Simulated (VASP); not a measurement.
# MgO (NiAs type) (P6_3/mmc) in VASP: further runs

Runs on MgO (NiAs type). Level: PBE. Tasks: relaxation of cell and atoms, single point.

Program: VASP 6.6.1. These are calculated values, not measurements. Logs are shortened: lines on timing, memory, paths and dates and some standing lists are left out, and cuts for length are marked.

### 1 The cell of the first run

Symmetry: P6_3/mmc, No. 194, hexagonal system. Conventional cell: a = 2.988 Å, b = 2.988 Å, c = 4.631 Å, α = 90.00°, β = 90.00°, γ = 120.00°. Within 2.8 Å of Mg (site symmetry -3m) lie 6 O at 2.08 Å and 2 Mg at 2.32 Å. O (site symmetry -6m2) has 6 Mg at 2.08 Å within 2.8 Å.

### 2 Relaxation of cell and atoms, PBE, target pressure 13 GPa, at which the enthalpy is minimised

INCAR

```
PREC = Accurate ; ENCUT = 600
EDIFF = 1E-7 ; ISMEAR = -1
SIGMA = 0.05 ; LREAL = F
LASPH = T ; NELM = 100
ALGO = Normal ; ISIF = 3
LWAVE = F ; LCHARG = F
GGA = PE ; IBRION = 2
NSW = 60 ; EDIFFG = -0.005
PSTRESS = 130.0
```

KPOINTS

```
Automatic mesh
0
Gamma
  10 10 6
```

POSCAR

```
MgO
1.0
    2.9875562233      0.0000000000      0.0000000000
   -1.4937781117      2.5872995846      0.0000000000
    0.0000000000      0.0000000000      4.6307121461
Mg O
2 2
Direct
    0.0000000000      0.0000000000      0.0000000000
    0.0000000000      0.0000000000      0.5000000000
    0.3333333333      0.6666666667      0.2500000000
    0.6666666667      0.3333333333      0.7500000000
```

Potentials or basis: VASP PAW PBE potentials, release 64 (Mg, O).

Started as:

```console
> cat potpaw_PBE.64/Mg/POTCAR potpaw_PBE.64/O/POTCAR > POTCAR
> mpirun -np 1 vasp_std > vasp.out
```

OUTCAR:

```text
PREC = Accurate
   ENCUT = 600
   EDIFF = 1E-7
   ISMEAR = -1
   LREAL = F
   LASPH = T
   NELM = 100
   ISIF = 3
   GGA = PE
   IBRION = 2
   NSW = 60
   EDIFFG = -0.005
   PSTRESS = 130.0

 ion  position               nearest neighbor table
   1  0.000  0.000  0.000-   3 2.08   4 2.08   4 2.08   3 2.08   4 2.08   3 2.08   2 2.32   2 2.32

   2  0.000  0.000  0.500-   3 2.08   4 2.08   4 2.08   3 2.08   4 2.08   3 2.08   1 2.32   1 2.32

   3  0.333  0.667  0.250-   1 2.08   2 2.08   1 2.08   2 2.08   1 2.08   2 2.08
   4  0.667  0.333  0.750-   1 2.08   2 2.08   1 2.08   2 2.08   1 2.08   2 2.08

  LATTYP: Found a hexagonal cell.
 ALAT       =     2.9875562233
 C/A-ratio  =     1.5500000000

  Lattice vectors:

 A1 = (   2.9875562233,   0.0000000000,   0.0000000000)
 A2 = (  -1.4937781117,   2.5872995846,   0.0000000000)
 A3 = (   0.0000000000,   0.0000000000,   4.6307121461)

Analysis of symmetry for initial positions (statically):
=====================================================================
 Subroutine PRICEL returns:
 Original cell was already a primitive cell.

 Routine SETGRP: Setting up the symmetry group for a
 hexagonal supercell.

 Subroutine GETGRP returns: Found 24 space group operations
 (whereof 12 operations were pure point group operations)
 out of a pool of 24 trial point group operations.

The static configuration has the point symmetry D_3d.
 The point group associated with its full space group is D_6h.

Analysis of symmetry for dynamics (positions and initial velocities):
=====================================================================
 Subroutine PRICEL returns:
 Original cell was already a primitive cell.

 Routine SETGRP: Setting up the symmetry group for a
 hexagonal supercell.

 Subroutine GETGRP returns: Found 24 space group operations
 (whereof 12 operations were pure point group operations)
 out of a pool of 24 trial point group operations.

The dynamic configuration has the point symmetry D_3d.
 The point group associated with its full space group is D_6h.

 Subroutine INISYM returns: Found 24 space group operations
 (whereof 12 operations are pure point group operations),
 and found     1 'primitive' translations

----------------------------------------------------------------------------------------

                                     Primitive cell

  volume of cell :      35.7940

  direct lattice vectors                    reciprocal lattice vectors
     2.987556223  0.000000000  0.000000000     0.334721734  0.193251683  0.000000000
    -1.493778112  2.587299585  0.000000000     0.000000000  0.386503367  0.000000000
     0.000000000  0.000000000  4.630712146     0.000000000  0.000000000  0.215949506

  length of vectors
     2.987556223  2.987556223  4.630712146     0.386503367  0.386503367  0.215949506

  position of ions in fractional coordinates (direct lattice)
     0.000000000  0.000000000  0.000000000
     0.000000000  0.000000000  0.500000000
     0.333333333  0.666666667  0.250000000
     0.666666667  0.333333333  0.750000000

  ion indices of the primitive-cell ions
   primitive index   ion index
                 1           1
                 2           2
                 3           3
                 4           4

----------------------------------------------------------------------------------------

 KPOINTS: Automatic mesh

Automatic generation of k-mesh.
 Grid dimensions read from file:
 generate k-points for:   10   10    6

 Generating k-lattice:

  Cartesian coordinates                     Fractional coordinates (reciprocal lattice)
     0.033472173  0.019325168  0.000000000     0.100000000  0.000000000  0.000000000
     0.000000000  0.038650337  0.000000000     0.000000000  0.100000000  0.000000000
     0.000000000  0.000000000  0.035991584     0.000000000  0.000000000  0.166666667

  Length of vectors
     0.038650337  0.038650337  0.035991584

  Shift w.r.t. Gamma in fractional coordinates (k-lattice)
     0.000000000  0.000000000  0.000000000

 Subroutine IBZKPT returns following result:
 ===========================================

 Found     56 irreducible k-points:

 Following reciprocal coordinates:
            Coordinates               Weight
  0.000000  0.000000  0.000000      1.000000
  0.100000  0.000000  0.000000      6.000000
  0.200000  0.000000  0.000000      6.000000
  0.300000  0.000000  0.000000      6.000000
  0.400000  0.000000  0.000000      6.000000
  0.500000  0.000000  0.000000      3.000000
[... 16 lines left out ...]
  0.300000  0.100000  0.166667     24.000000
  0.400000  0.100000  0.166667     24.000000
 [... further k-points ...]
   k-points           NKPTS =     56   k-points in BZ     NKDIM =     56   number of bands    NBANDS=     12
   number of dos      NEDOS =    301   number of ions     NIONS =      4
   total plane-waves  NPLWV =  23040
   dimension x,y,z NGX =    24 NGY =   24 NGZ =   40
   dimension x,y,z NGXF=    48 NGYF=   48 NGZF=   80
   ions per type =               2   2
   NGX,Y,Z   is equivalent  to a cutoff of  13.36, 13.36, 14.36 a.u.
   NGXF,Y,Z  is equivalent  to a cutoff of  26.71, 26.71, 28.72 a.u.
 SYSTEM =  unknown system
   PREC   = accura    normal or accurate (medium, high low for compatibility)
   ISTART =      0    job   : 0-new  1-cont  2-samecut
   ICHARG =      2    charge: 1-file 2-atom 10-const
   ISPIN  =      1    spin polarized calculation?
   LNONCOLLINEAR =      F non collinear calculations
   LSORBIT =      F    spin-orbit coupling
   LASPH  =      T    aspherical Exc in radial PAW
   ENCUT  =  600.0 eV  44.10 Ry    6.64 a.u.   5.97  5.97  9.25*2*pi/ulx,y,z
   NELM   =    100;   NELMIN=  2; NELMDL= -5     # of ELM steps
   EDIFF  = 0.1E-06   stopping-criterion for ELM
   LREAL  =      F    real-space projection
   EDIFFG = -.5E-02   stopping-criterion for IOM
   NSW    =     60    number of steps for IOM
   IBRION =      2    ionic relax: 0-MD 1-quasi-New 2-CG
   NFREE  =      1    steps in history (QN), initial steepest desc. (CG)
   ISIF   =      3    stress and relaxation
   ISYM   =      2    0-nonsym 1-usesym 2-fastsym
   POTIM  = 0.5000    time-step for ionic-motion
   TEBEG  =    0.0;   TEEND  =   0.0 temperature during run
   PSTRESS=  130.0 pullay stress
   NELECT =      16.0000    total number of electrons
   NUPDOWN=      -1.0000    fix difference up-down
   EMIN   =  10.00;   EMAX   =-10.00  energy-range for DOS
   EFERMI =   0.00;   METHOD = LEGACY
   ISMEAR =    -1;   SIGMA  =   0.05  broadening in eV -4-tet -1-fermi 0-gaus
   EFERMI_NEDOS =   21; number of points for ismear=-14 and -15
   IALGO  =     38    algorithm
   IMIX   =      4    mixing-type and parameters
     AMIX     =   0.40;   BMIX     =  1.00
     AMIX_MAG =   1.60;   BMIX_MAG =  1.00
  volume/ion in A,a.u.               =       8.95        60.39
  Fermi-wavevector in a.u.,A,eV,Ry     =   1.251732  2.365430 21.318051  1.566833
  Thomas-Fermi vector in A             =   2.385665
   LORBIT       =      0    0 simple, 1 ext, 2 COOP (PROOUT), +10 PAW based schemes
   GGA     = PE    functional components
   LHFCALC =     F    Hartree Fock is set to
   AEXX    =    0.0000 exact exchange contribution
   IVDW    =     0    specifies the selected vdW correction
   LEPSILON=     F    determine dielectric tensor
   LRPA    =     F    only Hartree local field effects (RPA)
 conjugate gradient relaxation of ions
 non-spin polarized calculation
  energy-cutoff  :      600.00
  volume of cell :       35.79
 maximum number of plane-waves:      1209
 NGX is ok and might be reduce to    24
   NGX = 11   NGY = 11   NGZ = 19

--------------------------------------- Ionic step        1  -------------------------------------------

 number of electron      16.0000010 magnetization

 Free energy of the ion-electron system (eV)
  ---------------------------------------------------
  ext. energy  EPLUGINS =         0.00000000
  ---------------------------------------------------
  free energy    TOTEN  =       -22.56925765 eV

  energy without entropy =      -22.56925765  energy(sigma->0) =      -22.56925765

------------------------ aborting loop because EDIFF is reached ----------------------------------------

  FORCE on cell =-STRESS in cart. coord.  units (eV):
  Direction    XX          YY          ZZ          XY          YZ          ZX
  --------------------------------------------------------------------------------------
  -------------------------------------------------------------------------------------
  Total       -0.6767971     -0.6767971     12.3075537      0.0000000     -0.0000000     -0.0000000
  in kB      -30.2941307    -30.2941307    550.8986788      0.0000000     -0.0000000     -0.0000000
  external PRESSURE =      33.4368058 kB  Pullay stress =     130.0000000 kB

 VOLUME and BASIS-vectors are now :
 -----------------------------------------------------------------------------
  energy-cutoff  :      600.00
  volume of cell :       35.79
      direct lattice vectors                 reciprocal lattice vectors
     2.987556223  0.000000000  0.000000000     0.334721734  0.193251683  0.000000000
    -1.493778112  2.587299585  0.000000000     0.000000000  0.386503367  0.000000000
     0.000000000  0.000000000  4.630712146     0.000000000  0.000000000  0.215949506
[... 250 lines left out ...]
  FREE ENERGIE OF THE ION-ELECTRON SYSTEM (eV)
  ---------------------------------------------------
  free  energy   TOTEN  =       -23.1161726408 eV

  energy  without entropy=      -23.1161726408  energy(sigma->0) =      -23.11617264

  enthalpy is  TOTEN    =       -20.1939988434 eV   P V=        2.9221737975

--------------------------------------- Ionic step        8  -------------------------------------------

 number of electron      15.9999997 magnetization

 Free energy of the ion-electron system (eV)
  ---------------------------------------------------
  ext. energy  EPLUGINS =         0.00000000
  ---------------------------------------------------
  free energy    TOTEN  =       -23.11640338 eV

  energy without entropy =      -23.11640338  energy(sigma->0) =      -23.11640338

 E-fermi :   4.6923     XC(G=0): -11.2402

 val. band max:        3.6640486415   @ k =   0.0000   0.0000   0.0000
 cond. band min:       8.5379618006   @ k =   0.0000   0.0000   0.0000
 fundamental gap:      4.8739131591
 Fermi energy:         4.6923028897

 k-point     1 :       0.0000    0.0000    0.0000
  band No.  band energies     occupation
      1     -13.9707      2.00000
      2     -12.7737      2.00000
      3      -1.5195      2.00000
      4       3.1047      2.00000
      5       3.1059      2.00000
      6       3.1059      2.00000
      7       3.6640      2.00000
      8       3.6640      2.00000
      9       8.5380      0.00000
     10      12.1376      0.00000
     11      15.8838      0.00000
     12      16.8092      0.00000

 k-point     2 :       0.1000    0.0000    0.0000
  band No.  band energies     occupation
      1     -13.8638      2.00000
      2     -12.7208      2.00000
      3      -1.3654      2.00000
      4       2.6724      2.00000
      5       3.0286      2.00000
      6       3.0597      2.00000
      7       3.0725      2.00000
      8       3.5828      2.00000
      9       9.0969      0.00000
     10      12.6378      0.00000
     11      15.7995      0.00000
     12      16.6777      0.00000
[... 316 lines left out ...]
 k-point    24 :       0.4000    0.1000    0.1667
  band No.  band energies     occupation
      1     -12.5397      2.00000
      2     -12.3119      2.00000
      3      -0.8278      2.00000
      4      -0.1242      2.00000
      5       1.0396      2.00000
      6       2.0502      2.00000
      7       2.1781      2.00000
      8       2.5965      2.00000
      9      12.5335      0.00000
     10      14.0650      0.00000
     11      14.6778      0.00000
     12      15.2224      0.00000

 [... further k-points ...]

------------------------ aborting loop because EDIFF is reached ----------------------------------------

  FORCE on cell =-STRESS in cart. coord.  units (eV):
  Direction    XX          YY          ZZ          XY          YZ          ZX
  --------------------------------------------------------------------------------------
  -------------------------------------------------------------------------------------
  Total        2.9238800      2.9238800      2.9237631     -0.0000000     -0.0000000      0.0000000
  in kB      130.0659186    130.0659186    130.0607179     -0.0000000     -0.0000000      0.0000000
  external PRESSURE =       0.0641850 kB  Pullay stress =     130.0000000 kB

 VOLUME and BASIS-vectors are now :
 -----------------------------------------------------------------------------
  energy-cutoff  :      600.00
  volume of cell :       36.02
      direct lattice vectors                 reciprocal lattice vectors
     2.875984238 -0.000000000 -0.000000000     0.347707052  0.200748760  0.000000000
    -1.437992119  2.490675411 -0.000000000     0.000000000  0.401497520  0.000000000
     0.000000000 -0.000000000  5.028089234     0.000000000  0.000000000  0.198882707

 POSITION                                       TOTAL-FORCE (eV/Angst)
 -----------------------------------------------------------------------------------
      2.87598     -0.00000      5.02809        -0.000000      0.000000     -0.000000
      2.87598     -0.00000      2.51404        -0.000000      0.000000     -0.000000
     -0.00000      1.66045      1.25702        -0.000000     -0.000000     -0.000000
      1.43799      0.83023      3.77107         0.000000     -0.000000      0.000000
 -----------------------------------------------------------------------------------
    total drift:                               -0.000000      0.000000     -0.000000

  FREE ENERGIE OF THE ION-ELECTRON SYSTEM (eV)
  ---------------------------------------------------
  free  energy   TOTEN  =       -23.1164033847 eV

  energy  without entropy=      -23.1164033847  energy(sigma->0) =      -23.11640338

  enthalpy is  TOTEN    =       -20.1940052544 eV   P V=        2.9223981304

 reached required accuracy - stopping structural energy minimisation
```

Run time: 4.2 min. Hardware: 1 thread of AMD EPYC 7R13, shared host; peak memory 0.15 GiB.

What came out:

| Item | Value |
| --- | --- |
| Free energy | -23.1164 eV |
| Relaxed volume | 9.00 Å³/atom |
| Relaxed cell | a = 2.876 Å, b = 2.876 Å, c = 5.028 Å, α = 90.00°, β = 90.00°, γ = 120.00° |
| Space group after relaxing (to 0.05 Å) | P6_3/mmc (No. 194) |
| Energy change on relaxing (the enthalpy is what falls) | -136.8 meV/atom |
| Ionic steps | 8 |
| Pressure after relaxing | 13.0 GPa |
| Band gap on the k mesh | 4.87 eV, direct |

Step by step:
| step | energy change (eV) | largest force (eV/Å) | pressure (GPa) | volume (Å³) |
| --- | --- | --- | --- | --- |
| 1 | 0.0000 | 0.0000 | 16.34 | 35.79 |
| 2 | -0.5442 | 0.0000 | 10.21 | 36.49 |
| 3 | -0.5741 | 0.0000 | 11.09 | 36.38 |
| 4 | -0.5748 | 0.0000 | 11.02 | 36.39 |
| 5 | -0.5320 | 0.0000 | 13.97 | 35.84 |
| 6 | -0.5480 | 0.0000 | 12.92 | 36.03 |
| 7 | -0.5469 | 0.0000 | 13.03 | 36.01 |
| 8 | -0.5471 | 0.0000 | 13.01 | 36.02 |

Final structure:
```yaml
crystal:
  lattice:
    - [2.87598, 0.00000, 0.00000]
    - [-1.43799, 2.49068, 0.00000]
    - [0.00000, 0.00000, 5.02809]
  atoms:
    - { symbol: Mg, position: [0.00000, 0.00000, 0.00000] }
    - { symbol: Mg, position: [0.00000, 0.00000, 0.50000] }
    - { symbol: O, position: [0.33333, 0.66667, 0.25000] }
    - { symbol: O, position: [0.66667, 0.33333, 0.75000] }
```

Caveat: the cell is relaxed towards a set pressure, so the enthalpy falls and the energy may rise. As with any semilocal functional, this PBE gap is likely too small.

### 3 Single point, PBE

This run uses another cell than the first one, of 9.04 Å³/atom, 1.011 times its volume.

INCAR

```
ALGO     = Normal         # electronic algorithm
EDIFF    = 1E-6           # SCF threshold, eV
ENCUT    = 520            # plane-wave cutoff, eV
GGA      = PE             # functional
ISIF     = 2              # what is computed and relaxed
ISMEAR   = -1             # smearing method
LASPH    = True           # aspherical terms in the spheres
LCHARG   = False          # write CHGCAR
LREAL    = False          # projectors in reciprocal space
LWAVE    = False          # write WAVECAR
NBANDS   = 16             # bands
NELM     = 80             # most SCF steps
PREC     = Accurate       # precision mode
SIGMA    = 0.05           # smearing width, eV
```

KPOINTS

```
k-points
0
Gamma
  10 10 6
```

POSCAR

```
MgO
1.0
    2.8805307309      0.0000000000      0.0000000000
   -1.4402653655      2.4946127893      0.0000000000
    0.0000000000      0.0000000000      5.0341862873
Mg O
2 2
Direct
    0.0000000000      0.0000000000      0.0000000000
    0.0000000000      0.0000000000      0.5000000000
    0.3333333333      0.6666666667      0.2500000000
    0.6666666667      0.3333333333      0.7500000000
```

Potentials or basis: VASP PAW PBE potentials, release 64 (Mg, O).

Started as:

```console
> cat potpaw_PBE.64/Mg/POTCAR potpaw_PBE.64/O/POTCAR > POTCAR
> mpirun -np 1 vasp_std > vasp.out
```

Wall time 46 s (1 thread of Intel Xeon 8259CL, shared host); peak memory 0.17 GiB.

Results (log left out):

* Free energy: -23.1220 eV
* Pressure: 12.4 GPa
* Band gap on the k mesh: 4.83 eV, direct

Levels at points of the mesh, in eV from the valence-band top:
| k point | band 6 | band 7 | band 8 | band 9 | band 10 | band 11 |
| --- | --- | --- | --- | --- | --- | --- |
| (0.00, 0.00, 0.00) | -0.55 | 0.00 | 0.00 | 4.83 | 8.44 | 12.17 |
| (0.50, 0.00, 0.00) | -1.69 | -1.29 | -0.78 | 8.75 | 9.74 | 10.61 |
| (0.00, 0.00, 0.50) | -0.29 | -0.29 | -0.29 | 7.29 | 7.29 | 12.18 |
| (0.50, 0.00, 0.50) | -1.63 | -1.04 | -1.04 | 8.98 | 8.98 | 11.05 |

A k mesh can miss the band edges.
